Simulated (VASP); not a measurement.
# BiTe (Fm-3m) in VASP: settings compared

BiTe is run at these levels: RPBE+D4, revPBE+D4; tasks: single point.

Program: VASP 6.6.1. These are calculated values, not measurements. Logs are shortened: lines on timing, memory, paths and dates and some standing lists are left out, and cuts for length are marked.

### 1 The cell of the first run

Symmetry: Fm-3m, No. 225, cubic system. The conventional cell has a = 6.379 Å, b = 6.379 Å, c = 6.379 Å, α = 90.00°, β = 90.00°, γ = 90.00°. Within 4.2 Å of Bi (site symmetry m-3m) lie 6 Te at 3.19 Å. Within 4.2 Å of Te (site symmetry m-3m) lie 6 Bi at 3.19 Å.

### 2 Single point, RPBE+D4

Input file INCAR:

```
SYSTEM = BiTe
PREC = Accurate ; ENCUT = 520
EDIFF = 1E-6 ; ISMEAR = -1
SIGMA = 0.05 ; LREAL = .FALSE.
LASPH = .TRUE. ; NELM = 100
ALGO = Normal ; ISIF = 2
LWAVE = .FALSE. ; LCHARG = .TRUE.
GGA = RP ; IVDW = 13
LELF = .TRUE. ; LVHAR = .TRUE.
NBANDS = 18
```

Input file KPOINTS:

```
Automatic mesh
0
G
  7 7 7
  0 0 0
```

Input file POSCAR:

```
BiTe
1.0
    0.0000000000      3.1894914324      3.1894914324
    3.1894914324      0.0000000000      3.1894914324
    3.1894914324      3.1894914324      0.0000000000
Bi Te
1 1
Direct
    0.0000000000      0.0000000000      0.0000000000
    0.5000000000      0.5000000000      0.5000000000
```

Potentials or basis: VASP PAW PBE potentials, release 64 (Bi_d, Te).

Command:

```
$ cat potpaw_PBE.64/Bi_d/POTCAR potpaw_PBE.64/Te/POTCAR > POTCAR
$ mpirun -np 1 vasp_std > vasp.out
```

OUTCAR:

```text
SYSTEM = BiTe
   PREC = Accurate
   ENCUT = 520
   EDIFF = 1E-6
   ISMEAR = -1
   LREAL = .FALSE.
   LASPH = .TRUE.
   NELM = 100
   ISIF = 2
   GGA = RP
   IVDW = 13

 ion  position               nearest neighbor table
   1  0.000  0.000  0.000-   2 3.19   2 3.19   2 3.19   2 3.19   2 3.19   2 3.19
   2  0.500  0.500  0.500-   1 3.19   1 3.19   1 3.19   1 3.19   1 3.19   1 3.19

  LATTYP: Found a face centered cubic cell.
 ALAT       =     6.3789828648

  Lattice vectors:

 A1 = (   0.0000000000,   3.1894914324,   3.1894914324)
 A2 = (   3.1894914324,   0.0000000000,   3.1894914324)
 A3 = (   3.1894914324,   3.1894914324,   0.0000000000)

Analysis of symmetry for initial positions (statically):
=====================================================================
 Subroutine PRICEL returns:
 Original cell was already a primitive cell.

 Routine SETGRP: Setting up the symmetry group for a
 face centered cubic supercell.

 Subroutine GETGRP returns: Found 48 space group operations
 (whereof 48 operations were pure point group operations)
 out of a pool of 48 trial point group operations.

The static configuration has the point symmetry O_h .

Analysis of symmetry for dynamics (positions and initial velocities):
=====================================================================
 Subroutine PRICEL returns:
 Original cell was already a primitive cell.

 Routine SETGRP: Setting up the symmetry group for a
 face centered cubic supercell.

 Subroutine GETGRP returns: Found 48 space group operations
 (whereof 48 operations were pure point group operations)
 out of a pool of 48 trial point group operations.

The dynamic configuration has the point symmetry O_h .

 Subroutine INISYM returns: Found 48 space group operations
 (whereof 48 operations are pure point group operations),
 and found     1 'primitive' translations

----------------------------------------------------------------------------------------

                                     Primitive cell

  volume of cell :      64.8925

  direct lattice vectors                    reciprocal lattice vectors
     0.000000000  3.189491432  3.189491432    -0.156764804  0.156764804  0.156764804
     3.189491432  0.000000000  3.189491432     0.156764804 -0.156764804  0.156764804
     3.189491432  3.189491432  0.000000000     0.156764804  0.156764804 -0.156764804

  length of vectors
     4.510622041  4.510622041  4.510622041     0.271524606  0.271524606  0.271524606

  position of ions in fractional coordinates (direct lattice)
     0.000000000  0.000000000  0.000000000
     0.500000000  0.500000000  0.500000000

  ion indices of the primitive-cell ions
   primitive index   ion index
                 1           1
                 2           2

----------------------------------------------------------------------------------------

 KPOINTS: Automatic mesh

Automatic generation of k-mesh.
 Grid dimensions read from file:
 generate k-points for:    7    7    7

 Generating k-lattice:

  Cartesian coordinates                     Fractional coordinates (reciprocal lattice)
    -0.022394972  0.022394972  0.022394972     0.142857143  0.000000000  0.000000000
     0.022394972 -0.022394972  0.022394972     0.000000000  0.142857143  0.000000000
     0.022394972  0.022394972 -0.022394972     0.000000000  0.000000000  0.142857143

  Length of vectors
     0.038789229  0.038789229  0.038789229

  Shift w.r.t. Gamma in fractional coordinates (k-lattice)
     0.000000000  0.000000000  0.000000000

 Subroutine IBZKPT returns following result:
 ===========================================

 Found     20 irreducible k-points:

 Following reciprocal coordinates:
            Coordinates               Weight
  0.000000  0.000000  0.000000      1.000000
  0.142857  0.000000  0.000000      8.000000
  0.285714  0.000000  0.000000      8.000000
  0.428571  0.000000  0.000000      8.000000
  0.142857  0.142857  0.000000      6.000000
  0.285714  0.142857  0.000000     24.000000
[... 12 lines left out ...]
 -0.428571  0.428571  0.142857     24.000000
 -0.285714  0.428571  0.142857     24.000000
   k-points           NKPTS =     20   k-points in BZ     NKDIM =     20   number of bands    NBANDS=     18
   number of dos      NEDOS =    301   number of ions     NIONS =      2
   total plane-waves  NPLWV =  46656
   dimension x,y,z NGX =    36 NGY =   36 NGZ =   36
   dimension x,y,z NGXF=    72 NGYF=   72 NGZF=   72
   ions per type =               1   1
   NGX,Y,Z   is equivalent  to a cutoff of  13.27, 13.27, 13.27 a.u.
   NGXF,Y,Z  is equivalent  to a cutoff of  26.54, 26.54, 26.54 a.u.
 SYSTEM =  BiTe
   PREC   = accura    normal or accurate (medium, high low for compatibility)
   ISTART =      0    job   : 0-new  1-cont  2-samecut
   ICHARG =      2    charge: 1-file 2-atom 10-const
   ISPIN  =      1    spin polarized calculation?
   LNONCOLLINEAR =      F non collinear calculations
   LSORBIT =      F    spin-orbit coupling
   LASPH  =      T    aspherical Exc in radial PAW
   ENCUT  =  520.0 eV  38.22 Ry    6.18 a.u.   8.39  8.39  8.39*2*pi/ulx,y,z
   NELM   =    100;   NELMIN=  2; NELMDL= -5     # of ELM steps
   EDIFF  = 0.1E-05   stopping-criterion for ELM
   LREAL  =      F    real-space projection
   EDIFFG = 0.1E-04   stopping-criterion for IOM
   NSW    =      0    number of steps for IOM
   IBRION =     -1    ionic relax: 0-MD 1-quasi-New 2-CG
   NFREE  =      0    steps in history (QN), initial steepest desc. (CG)
   ISIF   =      2    stress and relaxation
   ISYM   =      2    0-nonsym 1-usesym 2-fastsym
   POTIM  = 0.5000    time-step for ionic-motion
   TEBEG  =    0.0;   TEEND  =   0.0 temperature during run
   PSTRESS=    0.0 pullay stress
   NELECT =      21.0000    total number of electrons
   NUPDOWN=      -1.0000    fix difference up-down
   EMIN   =  10.00;   EMAX   =-10.00  energy-range for DOS
   EFERMI =   0.00;   METHOD = LEGACY
   ISMEAR =    -1;   SIGMA  =   0.05  broadening in eV -4-tet -1-fermi 0-gaus
   EFERMI_NEDOS =   21; number of points for ismear=-14 and -15
   IALGO  =     38    algorithm
   IMIX   =      4    mixing-type and parameters
     AMIX     =   0.40;   BMIX     =  1.00
     AMIX_MAG =   1.60;   BMIX_MAG =  1.00
  volume/ion in A,a.u.               =      32.45       218.96
  Fermi-wavevector in a.u.,A,eV,Ry     =   1.123957  2.123971 17.187969  1.263280
  Thomas-Fermi vector in A             =   2.260626
   LORBIT       =      0    0 simple, 1 ext, 2 COOP (PROOUT), +10 PAW based schemes
   GGA     = RP    functional components
   LHFCALC =     F    Hartree Fock is set to
   AEXX    =    0.0000 exact exchange contribution
   IVDW    =    13    specifies the selected vdW correction
   LEPSILON=     F    determine dielectric tensor
   LRPA    =     F    only Hartree local field effects (RPA)
 non-spin polarized calculation
  energy-cutoff  :      520.00
  volume of cell :       64.89
 maximum number of plane-waves:      1807
 NGX is ok and might be reduce to    36
   NGX = 17   NGY = 17   NGZ = 17

 number of electron      21.0000003 magnetization

 Free energy of the ion-electron system (eV)
  ---------------------------------------------------
  ext. energy  EPLUGINS =         0.00000000
  ---------------------------------------------------
  free energy    TOTEN  =        -6.34827875 eV

  energy without entropy =       -6.32725124  energy(sigma->0) =       -6.33776500

 E-fermi :   7.3532     XC(G=0):  -9.5221

 val. band max:        7.3300158221   @ k =   0.2857   0.1429   0.0000
 cond. band min:       7.3629639277   @ k =   0.1429   0.1429   0.0000
 fundamental gap:      0.0329481056
 Fermi energy:         7.3531782920

 k-point     1 :       0.0000    0.0000    0.0000
  band No.  band energies     occupation
      1     -15.9487      2.00000
      2     -15.9487      2.00000
      3     -15.9469      2.00000
      4     -15.9469      2.00000
      5     -15.9469      2.00000
      6      -6.5239      2.00000
[... 10 lines left out ...]
     17      13.7011      0.00000
     18      13.8177      0.00000

 k-point     2 :       0.1429    0.0000    0.0000
  band No.  band energies     occupation
      1     -15.9497      2.00000
      2     -15.9497      2.00000
      3     -15.9465      2.00000
      4     -15.9454      2.00000
      5     -15.9454      2.00000
      6      -6.3313      2.00000
[... 10 lines left out ...]
     17      14.8527      0.00000
     18      14.9846      0.00000

 k-point     3 :       0.2857    0.0000    0.0000
  band No.  band energies     occupation
      1     -15.9523      2.00000
      2     -15.9523      2.00000
      3     -15.9455      2.00000
      4     -15.9417      2.00000
      5     -15.9417      2.00000
      6      -5.7638      2.00000
[... 10 lines left out ...]
     17      16.8766      0.00000
     18      17.1796      0.00000

 k-point     4 :       0.4286    0.0000    0.0000
  band No.  band energies     occupation
      1     -15.9545      2.00000
      2     -15.9545      2.00000
      3     -15.9449      2.00000
      4     -15.9387      2.00000
      5     -15.9387      2.00000
      6      -4.8647      2.00000
[... 291 lines left out ...]
      4     -15.9403      2.00000
      5     -15.9371      2.00000
      6      -4.5364      2.00000
[... 10 lines left out ...]
     17      16.5140      0.00000
     18      17.8843      0.00000

 k-point    19 :      -0.4286    0.4286    0.1429
  band No.  band energies     occupation
      1     -15.9624      2.00000
      2     -15.9479      2.00000
      3     -15.9464      2.00000
      4     -15.9378      2.00000
      5     -15.9350      2.00000
      6      -4.5290      2.00000
[... 10 lines left out ...]
     17      17.2688      0.00000
     18      17.7941      0.00000

 k-point    20 :      -0.2857    0.4286    0.1429
  band No.  band energies     occupation
      1     -15.9604      2.00000
      2     -15.9487      2.00000
      3     -15.9442      2.00000
      4     -15.9410      2.00000
      5     -15.9351      2.00000
      6      -4.0974      2.00000
[... 10 lines left out ...]
     17      16.8310      0.00000
     18      17.7358      0.00000

------------------------ aborting loop because EDIFF is reached ----------------------------------------

  DFT-D4 for vdW energy calculation

  Edisp (eV):   -1.84265

  FORCE on cell =-STRESS in cart. coord.  units (eV):
  Direction    XX          YY          ZZ          XY          YZ          ZX
  --------------------------------------------------------------------------------------
  -------------------------------------------------------------------------------------
  Total      -0.02628    -0.02628    -0.02628     0.00000     0.00000    -0.00000
  in kB      -0.64896    -0.64896    -0.64896     0.00000     0.00000    -0.00000
  external pressure =       -0.65 kB  Pullay stress =        0.00 kB

 VOLUME and BASIS-vectors are now :
 -----------------------------------------------------------------------------
  energy-cutoff  :      520.00
  volume of cell :       64.89
      direct lattice vectors                 reciprocal lattice vectors
     0.000000000  3.189491432  3.189491432    -0.156764804  0.156764804  0.156764804
     3.189491432  0.000000000  3.189491432     0.156764804 -0.156764804  0.156764804
     3.189491432  3.189491432  0.000000000     0.156764804  0.156764804 -0.156764804

 POSITION                                       TOTAL-FORCE (eV/Angst)
 -----------------------------------------------------------------------------------
      0.00000      0.00000      0.00000         0.000000      0.000000      0.000000
      3.18949      3.18949      3.18949        -0.000000      0.000000     -0.000000
 -----------------------------------------------------------------------------------
    total drift:                               -0.000000      0.000000      0.000000

  FREE ENERGIE OF THE ION-ELECTRON SYSTEM (eV)
  ---------------------------------------------------
  free  energy   TOTEN  =        -8.1909325851 eV

  energy  without entropy=       -8.1699050793  energy(sigma->0) =       -8.18041883
```

Wall time 27 s (1 thread of Intel Xeon Platinum 8175M at 2.50GHz (Skylake/Cascade Lake), shared host); peak memory 0.21 GiB.

Results:

```yaml
Free_energy: -8.1909 eV
Pressure: -0.1 GPa
Dispersion_energy_per_atom: -0.921 eV
```

Levels at points of the mesh, in eV from the Fermi level:
| k point | band 6 | band 7 | band 8 | band 9 | band 10 | band 11 | band 12 | band 13 | band 14 | band 15 |
| --- | --- | --- | --- | --- | --- | --- | --- | --- | --- | --- |
| (0.00, 0.00, 0.00) | -13.88 | -8.00 | -2.73 | -2.73 | -2.73 | 2.20 | 2.20 | 2.20 | 4.54 | 4.54 |

Caveat: the PAW data sets were made with another functional, which shifts forces and pressure a little; spin-orbit coupling is left out, which moves the levels of the heavy elements; pairwise dispersion overbinds metals, which lowers pressure and volume.

### 3 Single point, revPBE+D4

This run uses another cell than the first one, of 32.72 Å³/atom, 1.009 times its volume.

Input file INCAR:

```
ALGO = Normal ; EDIFF = 1E-6
ENCUT = 520 ; GGA = RE
ISIF = 2 ; ISMEAR = -1
IVDW = 13 ; LASPH = True
LCHARG = False ; LREAL = False
LWAVE = False ; NBANDS = 18
NELM = 100 ; PREC = Accurate
SIGMA = 0.05
```

Input file KPOINTS:

```
k-points
0
Gamma
  7 7 7
```

Input file POSCAR:

```
BiTe
1.0
    0.0000000000      3.1985627744      3.1985627744
    3.1985627744      0.0000000000      3.1985627744
    3.1985627744      3.1985627744      0.0000000000
Bi Te
1 1
Direct
    0.0000000000      0.0000000000      0.0000000000
    0.5000000000      0.5000000000      0.5000000000
```

Potentials or basis: VASP PAW PBE potentials, release 64 (Bi_d, Te).

Command:

```
$ cat potpaw_PBE.64/Bi_d/POTCAR potpaw_PBE.64/Te/POTCAR > POTCAR
$ mpirun -np 1 vasp_std > vasp.out
```

Wall time 24 s (1 thread of Intel Xeon Platinum 8175M at 2.50GHz (Skylake/Cascade Lake), shared host); peak memory 0.21 GiB.

It converged, with:

| Property | Result |
| --- | --- |
| Free energy | -8.0285 eV |
| Pressure | -0.1 GPa |
| Dispersion energy per atom | -0.779 eV |

Levels at points of the mesh, in eV from the Fermi level:
```csv
k point,band 7,band 8,band 9,band 10,band 11,band 12,band 13,band 14
"(0.00, 0.00, 0.00)",-8.03,-2.70,-2.70,-2.70,2.18,2.18,2.18,4.56
```

Caveat: the PAW data sets were made with another functional, which shifts forces and pressure a little; spin-orbit coupling is left out, which moves the levels of the heavy elements; pairwise dispersion overbinds metals, which lowers pressure and volume.
